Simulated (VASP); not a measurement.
# Sc (I4/mmm) in VASP: a series of runs

The runs below take Sc through single point, with PBEsol.

All numbers are computed with VASP 6.6.1; they aren't measurements. Logs are shortened: lines on timing, memory, paths and dates and some standing lists are left out, and cuts for length are marked.

## (1) The cell of the first run

The structure is tetragonal, space group I4/mmm (No. 139). Conventional cell: a = 3.163 Å, b = 3.163 Å, c = 4.609 Å, α = 90.00°, β = 90.00°, γ = 90.00°. Within 4.2 Å of Sc (site symmetry 4/mmm) lie 12 Sc at 3.16 to 3.21 Å.

## (2) Single point, PBEsol (strain -0.015 along x and y, +0.015 along z)

INCAR reads:

```
SYSTEM = Sc
ALGO = Normal ; EDIFF = 1E-6
ENCUT = 520 ; GGA = PS
ISIF = 2 ; ISMEAR = 0
LASPH = .True. ; LCHARG = .False.
LREAL = .False. ; LWAVE = .False.
NBANDS = 12 ; NELM = 80
PREC = Accurate ; SIGMA = 0.15
```

KPOINTS reads:

```
k-points
0
Gamma
  18 18 18
  0 0 0
```

POSCAR reads:

```
Sc
1.0
    0.0000000000      2.2364425000      2.3045575000
    2.2364425000      0.0000000000      2.3045575000
    2.2364425000      2.2364425000      0.0000000000
Sc
1
Direct
    0.0000000000      0.0000000000      0.0000000000
```

Potentials or basis: VASP PAW PBE potentials, release 64 (Sc_sv).

Launch:

```console
$ cat potpaw_PBE.64/Sc_sv/POTCAR > POTCAR
$ mpirun -np 1 vasp_std > vasp.out
```

OUTCAR:

```text
SYSTEM = Sc
   EDIFF = 1E-6
   ENCUT = 520
   GGA = PS
   ISIF = 2
   ISMEAR = 0
   LASPH = .True.
   LREAL = .False.
   NELM = 80
   PREC = Accurate

 ion  position               nearest neighbor table
   1  0.000  0.000  0.000-

  LATTYP: Found a body centered tetragonal cell.
 ALAT       =     3.1628073150
 C/A-ratio  =     1.4572860567

  Lattice vectors:

 A1 = (  -2.2364425000,   0.0000000000,   2.3045575000)
 A2 = (   2.2364425000,   0.0000000000,   2.3045575000)
 A3 = (   0.0000000000,   2.2364425000,  -2.3045575000)

Analysis of symmetry for initial positions (statically):
=====================================================================
 Subroutine PRICEL returns:
 Original cell was already a primitive cell.

 Routine SETGRP: Setting up the symmetry group for a
 body centered tetragonal supercell.

 Subroutine GETGRP returns: Found 16 space group operations
 (whereof 16 operations were pure point group operations)
 out of a pool of 16 trial point group operations.

The static configuration has the point symmetry D_4h.

Analysis of symmetry for dynamics (positions and initial velocities):
=====================================================================
 Subroutine PRICEL returns:
 Original cell was already a primitive cell.

 Routine SETGRP: Setting up the symmetry group for a
 body centered tetragonal supercell.

 Subroutine GETGRP returns: Found 16 space group operations
 (whereof 16 operations were pure point group operations)
 out of a pool of 16 trial point group operations.

The dynamic configuration has the point symmetry D_4h.

 Subroutine INISYM returns: Found 16 space group operations
 (whereof 16 operations are pure point group operations),
 and found     1 'primitive' translations

----------------------------------------------------------------------------------------

                                     Primitive cell

  volume of cell :      23.0533

  direct lattice vectors                    reciprocal lattice vectors
     0.000000000  2.236442500  2.304557500    -0.223569352  0.223569352  0.216961391
     2.236442500  0.000000000  2.304557500     0.223569352 -0.223569352  0.216961391
     2.236442500  2.236442500  0.000000000     0.223569352  0.223569352 -0.216961391

  length of vectors
     3.211333107  3.211333107  3.162807315     0.383456328  0.383456328  0.383456328

  position of ions in fractional coordinates (direct lattice)
     0.000000000  0.000000000  0.000000000

  ion indices of the primitive-cell ions
   primitive index   ion index
                 1           1

----------------------------------------------------------------------------------------

 KPOINTS: k-points

Automatic generation of k-mesh.
 Grid dimensions read from file:
 generate k-points for:   18   18   18

 Generating k-lattice:

  Cartesian coordinates                     Fractional coordinates (reciprocal lattice)
    -0.012420520  0.012420520  0.012053411     0.055555556  0.000000000  0.000000000
     0.012420520 -0.012420520  0.012053411     0.000000000  0.055555556  0.000000000
     0.012420520  0.012420520 -0.012053411    -0.000000000 -0.000000000  0.055555556

  Length of vectors
     0.021303129  0.021303129  0.021303129

  Shift w.r.t. Gamma in fractional coordinates (k-lattice)
     0.000000000  0.000000000  0.000000000

 Subroutine IBZKPT returns following result:
 ===========================================

 Found    480 irreducible k-points:

 Following reciprocal coordinates:
            Coordinates               Weight
  0.000000  0.000000  0.000000      1.000000
  0.055556  0.000000  0.000000      8.000000
  0.111111  0.000000  0.000000      8.000000
  0.166667  0.000000  0.000000      8.000000
  0.222222  0.000000  0.000000      8.000000
  0.277778 -0.000000  0.000000      8.000000
[... 16 lines left out ...]
 -0.277778  0.055556  0.000000      8.000000
 -0.222222  0.055556  0.000000      8.000000
 [... further k-points ...]
   k-points           NKPTS =    480   k-points in BZ     NKDIM =    480   number of bands    NBANDS=     12
   number of dos      NEDOS =    301   number of ions     NIONS =      1
   total plane-waves  NPLWV =  13824
   dimension x,y,z NGX =    24 NGY =   24 NGZ =   24
   dimension x,y,z NGXF=    48 NGYF=   48 NGZF=   48
   ions per type =               1
   NGX,Y,Z   is equivalent  to a cutoff of  12.42, 12.42, 12.62 a.u.
   NGXF,Y,Z  is equivalent  to a cutoff of  24.85, 24.85, 25.23 a.u.
 SYSTEM =  Sc
   PREC   = accura    normal or accurate (medium, high low for compatibility)
   ISTART =      0    job   : 0-new  1-cont  2-samecut
   ICHARG =      2    charge: 1-file 2-atom 10-const
   ISPIN  =      1    spin polarized calculation?
   LNONCOLLINEAR =      F non collinear calculations
   LSORBIT =      F    spin-orbit coupling
   LASPH  =      T    aspherical Exc in radial PAW
   ENCUT  =  520.0 eV  38.22 Ry    6.18 a.u.   5.97  5.97  5.88*2*pi/ulx,y,z
   NELM   =     80;   NELMIN=  2; NELMDL= -5     # of ELM steps
   EDIFF  = 0.1E-05   stopping-criterion for ELM
   LREAL  =      F    real-space projection
   EDIFFG = 0.1E-04   stopping-criterion for IOM
   NSW    =      0    number of steps for IOM
   IBRION =     -1    ionic relax: 0-MD 1-quasi-New 2-CG
   NFREE  =      0    steps in history (QN), initial steepest desc. (CG)
   ISIF   =      2    stress and relaxation
   ISYM   =      2    0-nonsym 1-usesym 2-fastsym
   POTIM  = 0.5000    time-step for ionic-motion
   TEBEG  =    0.0;   TEEND  =   0.0 temperature during run
   PSTRESS=    0.0 pullay stress
   NELECT =      11.0000    total number of electrons
   NUPDOWN=      -1.0000    fix difference up-down
   EMIN   =  10.00;   EMAX   =-10.00  energy-range for DOS
   EFERMI =   0.00;   METHOD = LEGACY
   ISMEAR =     0;   SIGMA  =   0.15  broadening in eV -4-tet -1-fermi 0-gaus
   EFERMI_NEDOS =   21; number of points for ismear=-14 and -15
   IALGO  =     38    algorithm
   IMIX   =      4    mixing-type and parameters
     AMIX     =   0.40;   BMIX     =  1.00
     AMIX_MAG =   1.60;   BMIX_MAG =  1.00
  volume/ion in A,a.u.               =      23.05       155.57
  Fermi-wavevector in a.u.,A,eV,Ry     =   1.279268  2.417465 22.266281  1.636525
  Thomas-Fermi vector in A             =   2.411763
   LORBIT       =      0    0 simple, 1 ext, 2 COOP (PROOUT), +10 PAW based schemes
   GGA     = PS    functional components
   LHFCALC =     F    Hartree Fock is set to
   AEXX    =    0.0000 exact exchange contribution
   IVDW    =     0    specifies the selected vdW correction
   LEPSILON=     F    determine dielectric tensor
   LRPA    =     F    only Hartree local field effects (RPA)
 non-spin polarized calculation
 Gauss-broadening in eV      SIGMA  =   0.15
  energy-cutoff  :      520.00
  volume of cell :       23.05
 maximum number of plane-waves:       638
   NGX = 11   NGY = 11   NGZ = 11

 number of electron      11.0000000 magnetization

 Free energy of the ion-electron system (eV)
  ---------------------------------------------------
  ext. energy  EPLUGINS =         0.00000000
  ---------------------------------------------------
  free energy    TOTEN  =        -6.56572191 eV

  energy without entropy =       -6.54564437  energy(sigma->0) =       -6.55568314

 E-fermi :   4.0362     XC(G=0): -10.2636

 val. band max:        4.0340836855   @ k =  -0.2778   0.1111   0.2778
 cond. band min:       4.0427426987   @ k =   0.3889   0.2222   0.0000
 fundamental gap:      0.0086590132
 Fermi energy:         4.0362437850

 k-point     1 :       0.0000    0.0000    0.0000
  band No.  band energies     occupation
      1     -45.0102      2.00000
      2     -23.4698      2.00000
      3     -23.4698      2.00000
      4     -23.4695      2.00000
      5      -1.2869      2.00000
      6       5.5637      0.00000
      7       5.7766      0.00000
      8       5.7766      0.00000
      9       7.0826      0.00000
     10       7.3356      0.00000
     11      16.9393      0.00000
     12      20.2068      0.00000

 k-point     2 :       0.0556    0.0000    0.0000
  band No.  band energies     occupation
      1     -45.0078      2.00000
      2     -23.4855      2.00000
      3     -23.4718      2.00000
      4     -23.4715      2.00000
      5      -1.2032      2.00000
      6       5.5572      0.00000
      7       5.7501      0.00000
      8       5.8092      0.00000
      9       7.0623      0.00000
     10       7.3086      0.00000
     11      17.0289      0.00000
     12      19.7936      0.00000

 k-point     3 :       0.1111    0.0000    0.0000
  band No.  band energies     occupation
      1     -45.0008      2.00000
      2     -23.5307      2.00000
      3     -23.4784      2.00000
      4     -23.4763      2.00000
      5      -0.9568      2.00000
      6       5.4408      0.00000
      7       5.7688      0.00000
      8       5.8956      0.00000
      9       7.0202      0.00000
     10       7.2439      0.00000
     11      17.2095      0.00000
     12      18.6098      0.00000
[... 286 lines left out ...]
 k-point    23 :      -0.2778    0.0556    0.0000
  band No.  band energies     occupation
      1     -44.9564      2.00000
      2     -23.8026      2.00000
      3     -23.5330      2.00000
      4     -23.5004      2.00000
      5       0.8334      2.00000
      6       4.5695      0.00000
      7       5.6938      0.00000
      8       6.0119      0.00000
      9       7.2785      0.00000
     10       7.6920      0.00000
     11      14.0544      0.00000
     12      17.1868      0.00000

 k-point    24 :      -0.2222    0.0556    0.0000
  band No.  band energies     occupation
      1     -44.9701      2.00000
      2     -23.7189      2.00000
      3     -23.5194      2.00000
      4     -23.4905      2.00000
      5       0.2250      2.00000
      6       4.8062      0.00000
      7       5.7901      0.00000
      8       6.0943      0.00000
      9       7.0573      0.00000
     10       7.4126      0.00000
     11      15.2739      0.00000
     12      17.5234      0.00000

 [... further k-points ...]

------------------------ aborting loop because EDIFF is reached ----------------------------------------

  FORCE on cell =-STRESS in cart. coord.  units (eV):
  Direction    XX          YY          ZZ          XY          YZ          ZX
  --------------------------------------------------------------------------------------
  -------------------------------------------------------------------------------------
  Total        0.2374535      0.2374535      0.0992835      0.0000000      0.0000000      0.0000000
  in kB       16.5027410     16.5027410      6.9000900      0.0000000      0.0000000      0.0000000
  external PRESSURE =      13.3018573 kB  Pullay stress =       0.0000000 kB

 VOLUME and BASIS-vectors are now :
 -----------------------------------------------------------------------------
  energy-cutoff  :      520.00
  volume of cell :       23.05
      direct lattice vectors                 reciprocal lattice vectors
     0.000000000  2.236442500  2.304557500    -0.223569352  0.223569352  0.216961391
     2.236442500  0.000000000  2.304557500     0.223569352 -0.223569352  0.216961391
     2.236442500  2.236442500  0.000000000     0.223569352  0.223569352 -0.216961391

 POSITION                                       TOTAL-FORCE (eV/Angst)
 -----------------------------------------------------------------------------------
      0.00000      0.00000      0.00000        -0.000000      0.000000      0.000000
 -----------------------------------------------------------------------------------
    total drift:                                0.000000      0.000000      0.000000

  FREE ENERGIE OF THE ION-ELECTRON SYSTEM (eV)
  ---------------------------------------------------
  free  energy   TOTEN  =        -6.5657219109 eV

  energy  without entropy=       -6.5456443732  energy(sigma->0) =       -6.55568314
```

Wall time 72 s (1 thread of Intel Xeon Platinum 8488C (Sapphire Rapids), shared host); peak memory 0.24 GiB.

Results:

| Quantity | Value |
| --- | --- |
| Free energy | -6.5657 eV |
| Pressure | 1.3 GPa |

Stress tensor (GPa, compression positive):
```
1.65 0.00 0.00
0.00 1.65 0.00
0.00 0.00 0.69
```

Levels at points of the mesh, in eV from the Fermi level:
```csv
k point,band 3,band 4,band 5,band 6,band 7,band 8
"(0.00, 0.00, 0.00)",-27.51,-27.51,-5.32,1.53,1.74,1.74
"(0.50, 0.00, 0.00)",-27.58,-27.56,-1.86,0.37,1.42,1.66
"(0.50, 0.50, 0.00)",-27.67,-27.67,-1.70,-0.69,1.86,4.17
"(0.50, 0.00, 0.50)",-27.71,-27.67,-1.66,-0.75,2.31,4.15
```

Caveat: the cell differs from its parent crystal (strain -0.015 along x and y, +0.015 along z); the PAW data sets were made with another functional, which shifts forces and pressure a little.

[end of part 1 of 2]
